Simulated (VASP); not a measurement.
# Sn (Im-3m) in VASP: single point with PBEsol

Aim: the single point of Sn with PBEsol.

Program: VASP 6.6.1. These are calculated values, not measurements. Logs are shortened: lines on timing, memory, paths and dates and some standing lists are left out, and cuts for length are marked.

**1. The cell of the first run**

It takes space group Im-3m (No. 229, cubic). The conventional cell has a = 3.789 Å, b = 3.789 Å, c = 3.789 Å, α = 90.00°, β = 90.00°, γ = 90.00°. Within 4.3 Å of Sn (site symmetry m-3m) lie 14 Sn at 3.28 to 3.79 Å.

**2. Single point, PBEsol**

The input, INCAR:

```
ALGO     = Normal         # electronic algorithm
EDIFF    = 1E-6           # SCF threshold, eV
ENCUT    = 520            # plane-wave cutoff, eV
GGA      = PS             # functional
ISIF     = 2              # what is computed and relaxed
ISMEAR   = 1              # smearing method
LASPH    = T              # aspherical terms in the spheres
LCHARG   = F              # write CHGCAR
LREAL    = F              # projectors in reciprocal space
LWAVE    = F              # write WAVECAR
NBANDS   = 13             # bands
NELM     = 100            # most SCF steps
PREC     = Accurate       # precision mode
SIGMA    = 0.05           # smearing width, eV
```

The input, KPOINTS:

```
k-points
0
Gamma
  12 12 12
```

The input, POSCAR:

```
Sn
1.0
   -1.8946520000      1.8946520000      1.8946520000
    1.8946520000     -1.8946520000      1.8946520000
    1.8946520000      1.8946520000     -1.8946520000
Sn
1
Direct
    0.0000000000      0.0000000000      0.0000000000
```

Potentials or basis: VASP PAW PBE potentials, release 64 (Sn_d).

Command:

```bash
> cat potpaw_PBE.64/Sn_d/POTCAR > POTCAR
> mpirun -np 1 vasp_std > vasp.out
```

OUTCAR:

```text
EDIFF = 1E-6
   ENCUT = 520
   GGA = PS
   ISIF = 2
   ISMEAR = 1
   LASPH = T
   LREAL = F
   NELM = 100
   PREC = Accurate

 ion  position               nearest neighbor table
   1  0.000  0.000  0.000-

  LATTYP: Found a body centered cubic cell.
 ALAT       =     3.7893040000

  Lattice vectors:

 A1 = (  -1.8946520000,   1.8946520000,   1.8946520000)
 A2 = (   1.8946520000,  -1.8946520000,   1.8946520000)
 A3 = (   1.8946520000,   1.8946520000,  -1.8946520000)

Analysis of symmetry for initial positions (statically):
=====================================================================
 Subroutine PRICEL returns:
 Original cell was already a primitive cell.

 Routine SETGRP: Setting up the symmetry group for a
 body centered cubic supercell.

 Subroutine GETGRP returns: Found 48 space group operations
 (whereof 48 operations were pure point group operations)
 out of a pool of 48 trial point group operations.

The static configuration has the point symmetry O_h .

Analysis of symmetry for dynamics (positions and initial velocities):
=====================================================================
 Subroutine PRICEL returns:
 Original cell was already a primitive cell.

 Routine SETGRP: Setting up the symmetry group for a
 body centered cubic supercell.

 Subroutine GETGRP returns: Found 48 space group operations
 (whereof 48 operations were pure point group operations)
 out of a pool of 48 trial point group operations.

The dynamic configuration has the point symmetry O_h .

 Subroutine INISYM returns: Found 48 space group operations
 (whereof 48 operations are pure point group operations),
 and found     1 'primitive' translations

----------------------------------------------------------------------------------------

                                     Primitive cell

  volume of cell :      27.2050

  direct lattice vectors                    reciprocal lattice vectors
    -1.894652000  1.894652000  1.894652000     0.000000000  0.263900706  0.263900706
     1.894652000 -1.894652000  1.894652000     0.263900706  0.000000000  0.263900706
     1.894652000  1.894652000 -1.894652000     0.263900706  0.263900706  0.000000000

  length of vectors
     3.281633527  3.281633527  3.281633527     0.373211957  0.373211957  0.373211957

  position of ions in fractional coordinates (direct lattice)
     0.000000000  0.000000000  0.000000000

  ion indices of the primitive-cell ions
   primitive index   ion index
                 1           1
[... 74 lines left out ...]
   EDIFFG = 0.1E-04   stopping-criterion for IOM
   NSW    =      0    number of steps for IOM
   IBRION =     -1    ionic relax: 0-MD 1-quasi-New 2-CG
   NFREE  =      0    steps in history (QN), initial steepest desc. (CG)
   ISIF   =      2    stress and relaxation
   ISYM   =      2    0-nonsym 1-usesym 2-fastsym
   POTIM  = 0.5000    time-step for ionic-motion
   TEBEG  =    0.0;   TEEND  =   0.0 temperature during run
   PSTRESS=    0.0 pullay stress
   NELECT =      14.0000    total number of electrons
   NUPDOWN=      -1.0000    fix difference up-down
   EMIN   =  10.00;   EMAX   =-10.00  energy-range for DOS
   EFERMI =   0.00;   METHOD = LEGACY
   ISMEAR =     1;   SIGMA  =   0.05  broadening in eV -4-tet -1-fermi 0-gaus
   EFERMI_NEDOS =   21; number of points for ismear=-14 and -15
   IALGO  =     38    algorithm
   IMIX   =      4    mixing-type and parameters
     AMIX     =   0.40;   BMIX     =  1.00
     AMIX_MAG =   1.60;   BMIX_MAG =  1.00
  volume/ion in A,a.u.               =      27.20       183.59
  Fermi-wavevector in a.u.,A,eV,Ry     =   1.311902  2.479135 23.416808  1.721087
  Thomas-Fermi vector in A             =   2.442331
   LORBIT       =      0    0 simple, 1 ext, 2 COOP (PROOUT), +10 PAW based schemes
   GGA     = PS    functional components
   LHFCALC =     F    Hartree Fock is set to
   AEXX    =    0.0000 exact exchange contribution
   IVDW    =     0    specifies the selected vdW correction
   LEPSILON=     F    determine dielectric tensor
   LRPA    =     F    only Hartree local field effects (RPA)
 non-spin polarized calculation
 Methfessel and Paxton  Order N= 1 SIGMA  =   0.05
  energy-cutoff  :      520.00
  volume of cell :       27.20
 maximum number of plane-waves:       746
   NGX = 13   NGY = 13   NGZ = 13

 number of electron      13.9999996 magnetization

 Free energy of the ion-electron system (eV)
  ---------------------------------------------------
  ext. energy  EPLUGINS =         0.00000000
  ---------------------------------------------------
  free energy    TOTEN  =        -4.22516836 eV

  energy without entropy =       -4.22498968  energy(sigma->0) =       -4.22510880

 E-fermi :   7.9206     XC(G=0): -10.5029

 val. band max:        7.9200377305   @ k =   0.1667   0.1667   0.0833
 cond. band min:       8.0340065455   @ k =  -0.3333   0.3333   0.2500
 fundamental gap:      0.1139688150
 Fermi energy:         7.9205863787

 k-point     1 :       0.0000    0.0000    0.0000
  band No.  band energies     occupation
      1     -13.5392      2.00000
      2     -13.5392      2.00000
      3     -13.5392      2.00000
      4     -13.3997      2.00000
      5     -13.3997      2.00000
      6      -3.1771      2.00000
      7      15.8551      0.00000
      8      15.8551      0.00000
      9      15.8551      0.00000
     10      20.0362      0.00000
     11      20.0362      0.00000
     12      20.0362      0.00000
     13      20.6611      0.00000
[... 354 lines left out ...]
  band No.  band energies     occupation
      1     -13.5721      2.00000
      2     -13.5098      2.00000
      3     -13.4070      2.00000
      4     -13.4054      2.00000
      5     -13.3391      2.00000
      6       1.7148      2.00000
      7       3.8346      2.00000
      8       9.7532      0.00000
      9      11.2444      0.00000
     10      18.2255      0.00000
     11      18.7290      0.00000
     12      23.2769      0.00000
     13      24.1663      0.00000

 [... further k-points ...]
[... 5 lines left out ...]
  --------------------------------------------------------------------------------------
  -------------------------------------------------------------------------------------
  Total       -0.4081387     -0.4081387     -0.4081387     -0.0000000     -0.0000000      0.0000000
  in kB      -24.0364308    -24.0364308    -24.0364308     -0.0000000     -0.0000000      0.0000000
  external PRESSURE =     -24.0364308 kB  Pullay stress =       0.0000000 kB

 VOLUME and BASIS-vectors are now :
 -----------------------------------------------------------------------------
  energy-cutoff  :      520.00
  volume of cell :       27.20
      direct lattice vectors                 reciprocal lattice vectors
    -1.894652000  1.894652000  1.894652000     0.000000000  0.263900706  0.263900706
     1.894652000 -1.894652000  1.894652000     0.263900706  0.000000000  0.263900706
     1.894652000  1.894652000 -1.894652000     0.263900706  0.263900706  0.000000000

 POSITION                                       TOTAL-FORCE (eV/Angst)
 -----------------------------------------------------------------------------------
      0.00000      0.00000      0.00000        -0.000000      0.000000     -0.000000
 -----------------------------------------------------------------------------------
    total drift:                               -0.000000      0.000000      0.000000

  FREE ENERGIE OF THE ION-ELECTRON SYSTEM (eV)
  ---------------------------------------------------
  free  energy   TOTEN  =        -4.2251683614 eV

  energy  without entropy=       -4.2249896776  energy(sigma->0) =       -4.22510880
```

OSZICAR:

```text
N       E                     dE             d eps       ncg     rms          rms(c)
DAV:   1     0.798516532918E+02    0.79852E+02   -0.71959E+03  1930   0.163E+03
DAV:   2     0.154544605281E+01   -0.78306E+02   -0.75870E+02  2047   0.341E+02
DAV:   3    -0.412675289793E+01   -0.56722E+01   -0.56500E+01  2225   0.740E+01
DAV:   4    -0.424249659005E+01   -0.11574E+00   -0.11572E+00  2247   0.114E+01
DAV:   5    -0.424663771963E+01   -0.41411E-02   -0.41410E-02  2433   0.209E+00    0.135E+00
DAV:   6    -0.423020712880E+01    0.16431E-01   -0.17911E-02  2342   0.236E+00    0.722E-01
DAV:   7    -0.422545238841E+01    0.47547E-02   -0.97044E-03  2347   0.163E+00    0.119E-01
DAV:   8    -0.422516696770E+01    0.28542E-03   -0.73348E-04  2322   0.463E-01    0.188E-02
DAV:   9    -0.422516778342E+01   -0.81572E-06   -0.12777E-05  2581   0.409E-02    0.130E-02
DAV:  10    -0.422516836138E+01   -0.57796E-06   -0.91703E-07  1608   0.964E-03
   1 F= -.42251684E+01 E0= -.42251088E+01  d E =-.178684E-03
```

stdout:

```text
POSCAR found type information on POSCAR Sn
 POSCAR found :  1 types and       1 ions
 scaLAPACK will be used
 -----------------------------------------------------------------------------
|                                                                             |
|                                                                             |
|     You enforced a specific xc type in the INCAR file but a different       |
|     I HOPE YOU KNOW WHAT YOU ARE DOING!                                     |
|                                                                             |
 -----------------------------------------------------------------------------

 LDA part: xc-table for (Slater+PW92), standard interpolation
 POSCAR, INCAR and KPOINTS ok, starting setup
 FFT: planning ... GRIDC
 FFT: planning ... GRID_SOFT
 FFT: planning ... GRID
 WAVECAR not read
 entering main loop
```

Run time: 10 s. Hardware: 1 thread of AMD EPYC 9R14 (Zen 4), shared host; peak memory 0.11 GiB.

Results:

```yaml
Free_energy: -4.2252 eV
Pressure: -2.4 GPa
Band_gap_on_the_k_mesh: zero (band 7 reaches 15.86 eV, above the bottom of band 8 at 5.45 eV)
```

Levels at points of the mesh, in eV from the Fermi level:
```csv
k point,band 4,band 5,band 6,band 7,band 8,band 9,band 10,band 11
"(0.00, 0.00, 0.00)",-21.32,-21.32,-11.10,7.93,7.93,7.93,12.12,12.12
"(0.50, 0.00, 0.00)",-21.33,-21.24,-6.43,-4.43,3.59,5.42,7.94,8.26
"(0.50, 0.50, 0.50)",-21.26,-21.26,-2.51,-0.48,-0.48,-0.48,3.83,3.83
```

Caveat: the PAW data sets were made with another functional, which shifts forces and pressure a little; spin-orbit coupling is left out, which moves the levels of the heavy elements.
